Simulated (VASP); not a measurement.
# Ca2Ta3O (P4mm) in VASP: notebook

Runs on Ca2Ta3O. Level: PBE. Tasks: single point.

Everything below comes from runs of VASP 6.6.1. Logs are shortened: lines on timing, memory, paths and dates and some standing lists are left out, and cuts for length are marked.

## 1. The cell of the first run

The structure is tetragonal, space group P4mm (No. 99). The conventional cell has a = 3.527 Å, b = 3.527 Å, c = 8.598 Å, α = 90.00°, β = 90.00°, γ = 90.00°. Within 3.6 Å of Ca (site symmetry 4mm) lie 6 Ta at 2.72 to 2.91 Å and 4 O at 2.83 Å and 4 Ca at 3.53 Å. Ca (site symmetry 4mm) has 1 O at 2.82 Å and 9 Ta at 2.88 to 2.93 Å and 4 Ca at 3.53 Å within 3.7 Å. Ta (site symmetry 4mm) has 9 Ta at 2.86 to 3.53 Å and 5 Ca at 2.91 to 2.92 Å within 3.8 Å. Ta (site symmetry 4mm) has 5 Ca at 2.72 to 2.88 Å and 4 O at 2.85 Å and 5 Ta at 2.97 to 3.53 Å within 3.6 Å. Within 3.8 Å of Ta (site symmetry 4mm) lie 1 O at 2.85 Å and 8 Ta at 2.86 to 3.53 Å and 5 Ca at 2.91 to 2.93 Å. Within 3.7 Å of O (site symmetry 4mm) lie 5 Ca at 2.82 to 2.83 Å and 5 Ta at 2.85 Å and 4 O at 3.53 Å.

## 2. Single point, PBE

The input, INCAR:

```
ALGO = Normal ; EDIFF = 1E-6
ENCUT = 520 ; GGA = PE
ISIF = 2 ; ISMEAR = 0
LASPH = T ; LCHARG = F
LREAL = F ; LWAVE = F
NBANDS = 38 ; NELM = 80
PREC = Accurate ; SIGMA = 0.1
```

The input, KPOINTS:

```
k-points
0
Gamma
  6 6 2
```

The input, POSCAR:

```
Ca2Ta3O
1.0
    3.5270007100      0.0000000000      0.0000000000
    0.0000000000      3.5270007100      0.0000000000
    0.0000000000      0.0000000000      8.5977443400
Ca Ta O
2 3 1
Direct
    0.0000000000      0.0000000000      0.0094770000
    0.5000000000      0.5000000000      0.4938240100
    0.0000000000      0.0000000000      0.6709480300
    0.0000000000      0.0000000000      0.3257620000
    0.5000000000      0.5000000000      0.8341779700
    0.5000000000      0.5000000000      0.1658110000
```

Potentials or basis: VASP PAW PBE potentials, release 64 (Ca_sv, Ta_pv, O).

Run with:

```
$ cat potpaw_PBE.64/Ca_sv/POTCAR potpaw_PBE.64/Ta_pv/POTCAR potpaw_PBE.64/O/POTCAR > POTCAR
$ mpirun -np 1 vasp_std > vasp.out
```

OUTCAR:

```text
EDIFF = 1E-6
   ENCUT = 520
   GGA = PE
   ISIF = 2
   ISMEAR = 0
   LASPH = T
   LREAL = F
   NELM = 80
   PREC = Accurate

 ion  position               nearest neighbor table
   1  0.000  0.000  0.009-   4 2.72   3 2.91   5 2.91   5 2.91   5 2.91   5 2.91
   2  0.500  0.500  0.494-   4 2.88   4 2.88   4 2.88   4 2.88   3 2.92   3 2.92   3 2.92   3 2.92
                             5 2.93
   3  0.000  0.000  0.671-   5 2.86   5 2.86   5 2.86   5 2.86   1 2.91   2 2.92   2 2.92   2 2.92
                             2 2.92   4 2.97
   4  0.000  0.000  0.326-   1 2.72   2 2.88   2 2.88   2 2.88   2 2.88   3 2.97
   5  0.500  0.500  0.834-   3 2.86   3 2.86   3 2.86   3 2.86   1 2.91   1 2.91   1 2.91   1 2.91
                             2 2.93
   6  0.500  0.500  0.166-

  LATTYP: Found a simple tetragonal cell.
 ALAT       =     3.5270007100
 C/A-ratio  =     2.4376928294

  Lattice vectors:

 A1 = (   3.5270007100,   0.0000000000,   0.0000000000)
 A2 = (   0.0000000000,   3.5270007100,   0.0000000000)
 A3 = (   0.0000000000,   0.0000000000,   8.5977443400)

Analysis of symmetry for initial positions (statically):
=====================================================================
 Subroutine PRICEL returns:
 Original cell was already a primitive cell.

 Routine SETGRP: Setting up the symmetry group for a
 simple tetragonal supercell.

 Subroutine GETGRP returns: Found  8 space group operations
 (whereof  8 operations were pure point group operations)
 out of a pool of 16 trial point group operations.

The static configuration has the point symmetry C_4v.

Analysis of symmetry for dynamics (positions and initial velocities):
=====================================================================
 Subroutine PRICEL returns:
 Original cell was already a primitive cell.

 Routine SETGRP: Setting up the symmetry group for a
 simple tetragonal supercell.

 Subroutine GETGRP returns: Found  8 space group operations
 (whereof  8 operations were pure point group operations)
 out of a pool of 16 trial point group operations.

The dynamic configuration has the point symmetry C_4v.

 Subroutine INISYM returns: Found  8 space group operations
 (whereof  8 operations are pure point group operations),
 and found     1 'primitive' translations

----------------------------------------------------------------------------------------

                                     Primitive cell
[... 96 lines left out ...]
   EDIFFG = 0.1E-04   stopping-criterion for IOM
   NSW    =      0    number of steps for IOM
   IBRION =     -1    ionic relax: 0-MD 1-quasi-New 2-CG
   NFREE  =      0    steps in history (QN), initial steepest desc. (CG)
   ISIF   =      2    stress and relaxation
   ISYM   =      2    0-nonsym 1-usesym 2-fastsym
   POTIM  = 0.5000    time-step for ionic-motion
   TEBEG  =    0.0;   TEEND  =   0.0 temperature during run
   PSTRESS=    0.0 pullay stress
   NELECT =      59.0000    total number of electrons
   NUPDOWN=      -1.0000    fix difference up-down
   EMIN   =  10.00;   EMAX   =-10.00  energy-range for DOS
   EFERMI =   0.00;   METHOD = LEGACY
   ISMEAR =     0;   SIGMA  =   0.10  broadening in eV -4-tet -1-fermi 0-gaus
   EFERMI_NEDOS =   21; number of points for ismear=-14 and -15
   IALGO  =     38    algorithm
   IMIX   =      4    mixing-type and parameters
     AMIX     =   0.40;   BMIX     =  1.00
     AMIX_MAG =   1.60;   BMIX_MAG =  1.00
  volume/ion in A,a.u.               =      17.83       120.29
  Fermi-wavevector in a.u.,A,eV,Ry     =   1.342642  2.537226 24.527060  1.802688
  Thomas-Fermi vector in A             =   2.470780
   LORBIT       =      0    0 simple, 1 ext, 2 COOP (PROOUT), +10 PAW based schemes
   GGA     = PE    functional components
   LHFCALC =     F    Hartree Fock is set to
   AEXX    =    0.0000 exact exchange contribution
   IVDW    =     0    specifies the selected vdW correction
   LEPSILON=     F    determine dielectric tensor
   LRPA    =     F    only Hartree local field effects (RPA)
 non-spin polarized calculation
 Gauss-broadening in eV      SIGMA  =   0.10
  energy-cutoff  :      520.00
  volume of cell :      106.95
 maximum number of plane-waves:      2943
 NGX is ok and might be reduce to    28
   NGX = 13   NGY = 13   NGZ = 31

 number of electron      58.9999992 magnetization

 Free energy of the ion-electron system (eV)
  ---------------------------------------------------
  ext. energy  EPLUGINS =         0.00000000
  ---------------------------------------------------
  free energy    TOTEN  =       -39.96191446 eV

  energy without entropy =      -39.92957789  energy(sigma->0) =      -39.94574618

 E-fermi :   5.0957     XC(G=0): -11.4228

 val. band max:        5.0954230542   @ k =   0.1667   0.0000   0.0000
 cond. band min:       5.1069586823   @ k =   0.1667   0.0000   0.0000
 fundamental gap:      0.0115356281
 Fermi energy:         5.0956595756

 k-point     1 :       0.0000    0.0000    0.0000
  band No.  band energies     occupation
      1     -34.9179      2.00000
      2     -33.9898      2.00000
      3     -30.0240      2.00000
      4     -30.0240      2.00000
      5     -29.8283      2.00000
      6     -28.9996      2.00000
[... 809 lines left out ...]
     37       7.8415      0.00000
     38       8.0204      0.00000

------------------------ aborting loop because EDIFF is reached ----------------------------------------

  FORCE on cell =-STRESS in cart. coord.  units (eV):
  Direction    XX          YY          ZZ          XY          YZ          ZX
  --------------------------------------------------------------------------------------
  -------------------------------------------------------------------------------------
  Total        3.9213628      3.9213628      9.6829515      0.0000000      0.0000000     -0.0000000
  in kB       58.7424402     58.7424402    145.0516647      0.0000000      0.0000000     -0.0000000
  external PRESSURE =      87.5121817 kB  Pullay stress =       0.0000000 kB

 VOLUME and BASIS-vectors are now :
 -----------------------------------------------------------------------------
  energy-cutoff  :      520.00
  volume of cell :      106.95
      direct lattice vectors                 reciprocal lattice vectors
     3.527000710  0.000000000  0.000000000     0.283527020  0.000000000  0.000000000
     0.000000000  3.527000710  0.000000000     0.000000000  0.283527020  0.000000000
     0.000000000  0.000000000  8.597744340     0.000000000  0.000000000  0.116309576

 POSITION                                       TOTAL-FORCE (eV/Angst)
 -----------------------------------------------------------------------------------
      0.00000      0.00000      0.08148         0.000000     -0.000000      2.625004
      1.76350      1.76350      4.24577        -0.000000      0.000000     -0.406141
      0.00000      0.00000      5.76864         0.000000     -0.000000      1.368111
      0.00000      0.00000      2.80082         0.000000     -0.000000     -0.719725
      1.76350      1.76350      7.17205        -0.000000     -0.000000     -2.775346
      1.76350      1.76350      1.42560        -0.000000     -0.000000     -0.091902
 -----------------------------------------------------------------------------------
    total drift:                                0.000000      0.000000      0.001068

  FREE ENERGIE OF THE ION-ELECTRON SYSTEM (eV)
  ---------------------------------------------------
  free  energy   TOTEN  =       -39.9619144647 eV

  energy  without entropy=      -39.9295778928  energy(sigma->0) =      -39.94574618
```

OSZICAR:

```text
N       E                     dE             d eps       ncg     rms          rms(c)
DAV:   1     0.617497849603E+03    0.61750E+03   -0.31547E+04  1520   0.159E+03
DAV:   2    -0.316566588604E+01   -0.62066E+03   -0.60740E+03  1598   0.477E+02
DAV:   3    -0.433851004489E+02   -0.40219E+02   -0.39160E+02  2392   0.102E+02
DAV:   4    -0.454671922772E+02   -0.20821E+01   -0.20633E+01  2280   0.178E+01
DAV:   5    -0.455260790294E+02   -0.58887E-01   -0.58784E-01  2146   0.294E+00    0.210E+01
DAV:   6    -0.424817386709E+02    0.30443E+01   -0.49840E+01  1800   0.279E+01    0.118E+01
DAV:   7    -0.415887295739E+02    0.89301E+00   -0.44906E+01  2046   0.177E+01    0.860E+00
DAV:   8    -0.402695789454E+02    0.13192E+01   -0.90059E+00  1906   0.101E+01    0.476E+00
DAV:   9    -0.400372688479E+02    0.23231E+00   -0.24096E+00  2040   0.652E+00    0.212E+00
DAV:  10    -0.399682075002E+02    0.69061E-01   -0.56486E-01  2048   0.327E+00    0.905E-01
DAV:  11    -0.399621857302E+02    0.60218E-02   -0.54252E-02  1956   0.108E+00    0.422E-01
DAV:  12    -0.399622320400E+02   -0.46310E-04   -0.18081E-02  2068   0.574E-01    0.236E-01
DAV:  13    -0.399619034846E+02    0.32856E-03   -0.42452E-03  2012   0.275E-01    0.480E-02
DAV:  14    -0.399619120143E+02   -0.85297E-05   -0.17405E-04  1920   0.706E-02    0.227E-02
DAV:  15    -0.399619150660E+02   -0.30518E-05   -0.26032E-05  1968   0.269E-02    0.808E-03
DAV:  16    -0.399619144647E+02    0.60126E-06   -0.67703E-06  1578   0.122E-02
   1 F= -.39961914E+02 E0= -.39945746E+02  d E =-.323366E-01
```

stdout:

```text
POSCAR found type information on POSCAR CaTaO
 POSCAR found :  3 types and       6 ions
 scaLAPACK will be used
 LDA part: xc-table for (Slater+PW92), standard interpolation
 POSCAR, INCAR and KPOINTS ok, starting setup
 FFT: planning ... GRIDC
 FFT: planning ... GRID_SOFT
 FFT: planning ... GRID
 WAVECAR not read
 entering main loop
```

It took 41 s on 1 thread of Intel Xeon 6975P-C (Granite Rapids), shared host; peak memory 0.25 GiB.

What came out:

| Property | Result |
| --- | --- |
| Free energy | -39.9619 eV |
| Pressure | 8.8 GPa |
| Largest force | 2.775 eV/Å |

Forces on the atoms (eV/Å):
```
Ca   0.000  0.000  2.625
Ca   0.000  0.000 -0.406
Ta   0.000  0.000  1.368
Ta   0.000  0.000 -0.720
Ta   0.000  0.000 -2.775
O    0.000  0.000 -0.092
```

Levels at points of the mesh, in eV from the Fermi level:
```tsv
k point	band 27	band 28	band 29	band 30	band 31	band 32
(0.00, 0.00, 0.00)	-1.38	0.17	0.24	0.52	0.52	1.00
(0.50, 0.00, 0.00)	-1.08	-0.88	-0.12	-0.10	0.11	0.68
(0.50, 0.50, 0.00)	-0.35	-0.35	0.14	0.14	0.34	1.39
(0.00, 0.00, 0.50)	-0.94	0.19	0.52	0.57	0.57	1.18
(0.50, 0.00, 0.50)	-1.09	-0.99	-0.16	0.46	0.47	0.76
(0.50, 0.50, 0.50)	-0.52	-0.52	-0.05	0.41	0.41	1.31
```

Caveat: the k points lie up to 0.37 Å⁻¹ apart; spin-orbit coupling is left out, which moves the levels of the heavy elements; an odd number of electrons without spin polarisation forces a metal; a magnetic or distorted state may lie lower.

## 3. Single point, PBE

This run uses another cell than the first one, of 21.11 Å³/atom, 1.184 times its volume.

The input, INCAR:

```
SYSTEM = Ca2Ta3O
PREC = Accurate
ENCUT = 520
EDIFF = 1E-7
ISMEAR = 0
SIGMA = 0.1
LREAL = .FALSE.
LASPH = .TRUE.
NELM = 60
ALGO = Normal
ISIF = 2
LWAVE = .FALSE.
LCHARG = .FALSE.
GGA = PE
NBANDS = 38
```

The input, KPOINTS:

```
regular mesh
0
G
  6 6 2
  0 0 0
```

The input, POSCAR:

```
Ca2Ta3O
1.0
    3.2136385556      0.0000000000      0.0000000000
    0.0000000000      3.2136385556      0.0000000000
    0.0000000000      0.0000000000     12.2653024330
Ca Ta O
2 3 1
Direct
    0.0000000000      0.0000000000     -0.0039006498
    0.5000000000      0.5000000000      0.4741229902
    0.0000000000      0.0000000000      0.6876209209
    0.0000000000      0.0000000000      0.2795152241
    0.5000000000      0.5000000000      0.8029247457
    0.5000000000      0.5000000000      0.2597167789
```

Potentials or basis: VASP PAW PBE potentials, release 64 (Ca_sv, Ta_pv, O).

Run with:

```
$ cat potpaw_PBE.64/Ca_sv/POTCAR potpaw_PBE.64/Ta_pv/POTCAR potpaw_PBE.64/O/POTCAR > POTCAR
$ mpirun -np 1 vasp_std > vasp.out
```

Run time: 50 s. Hardware: 1 thread of Intel Xeon 6975P-C (Granite Rapids), shared host; peak memory 0.27 GiB.

Results (log left out):

| Item | Value |
| --- | --- |
| Free energy | -44.0052 eV |
| Pressure | 0.2 GPa |
| Largest force | 0.023 eV/Å |

Forces in eV/Å, atoms in the order of the input:
```
Ca   0.000  0.000  0.003
Ca   0.000  0.000  0.017
Ta   0.000  0.000 -0.022
Ta   0.000  0.000 -0.019
Ta   0.000  0.000  0.023
O    0.000  0.000 -0.003
```

Stress tensor (GPa, compression positive):
```
0.15 0.00 0.00
0.00 0.15 0.00
0.00 0.00 0.38
```

Levels at points of the mesh, in eV from the Fermi level:
```tsv
k point	band 25	band 26	band 27	band 28	band 29	band 30	band 31	band 32	band 33	band 34
(0.00, 0.00, 0.00)	-3.38	-2.66	-2.57	-0.67	0.88	0.90	0.93	0.93	1.15	1.17
(0.50, 0.00, 0.00)	-1.77	-1.05	-0.62	-0.60	0.02	0.04	0.66	0.91	1.02	1.54
(0.50, 0.50, 0.00)	-1.52	-1.35	-1.35	-1.12	-0.47	-0.14	-0.14	1.04	1.52	1.52
(0.00, 0.00, 0.50)	-3.11	-2.66	-2.26	-1.18	0.90	0.92	0.92	1.15	1.16	1.26
(0.50, 0.00, 0.50)	-1.77	-1.19	-0.62	-0.60	-0.03	0.17	0.61	0.97	1.12	1.46
(0.50, 0.50, 0.50)	-1.56	-1.28	-1.28	-1.20	-0.49	-0.21	-0.21	1.25	1.67	1.67
```

Caveat: spin-orbit coupling is left out, which moves the levels of the heavy elements; an odd number of electrons without spin polarisation forces a metal; a magnetic or distorted state may lie lower.
